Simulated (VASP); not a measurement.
Input of a VASP 6.6.1 run:

Contents of INCAR:

```
SYSTEM = Hf
ALGO = Normal
EDIFF = 1E-7
ENCUT = 520
GGA = CA
ISIF = 2
ISMEAR = -1
LASPH = .TRUE.
LCHARG = .TRUE.
LELF = .TRUE.
LREAL = .FALSE.
LVHAR = .TRUE.
LWAVE = .FALSE.
NBANDS = 11
NELM = 60
PREC = Accurate
SIGMA = 0.05
```

The input KPOINTS:

```
k-points
0
G
  10 10 10
  0 0 0
```

Contents of POSCAR:

```
Hf
1.0
   -1.6406503162      1.6406503162      1.6406503162
    1.6406503162     -1.6406503162      1.6406503162
    1.6406503162      1.6406503162     -1.6406503162
Hf
1
Direct
    0.0000000000      0.0000000000      0.0000000000
```

Potentials or basis: VASP PAW LDA potentials, release 64 (Hf_pv).

Launch:

```bash
$ cat potpaw_LDA.64/Hf_pv/POTCAR > POTCAR
$ mpirun -np 1 vasp_std > vasp.out
```

Predict the pressure.

20.1 GPa.

Predict the band gap on the k mesh.

zero (band 5 reaches 7.79 eV, above the bottom of band 6 at 5.36 eV).

Caveat: spin-orbit coupling is left out, which moves the levels of the heavy elements.
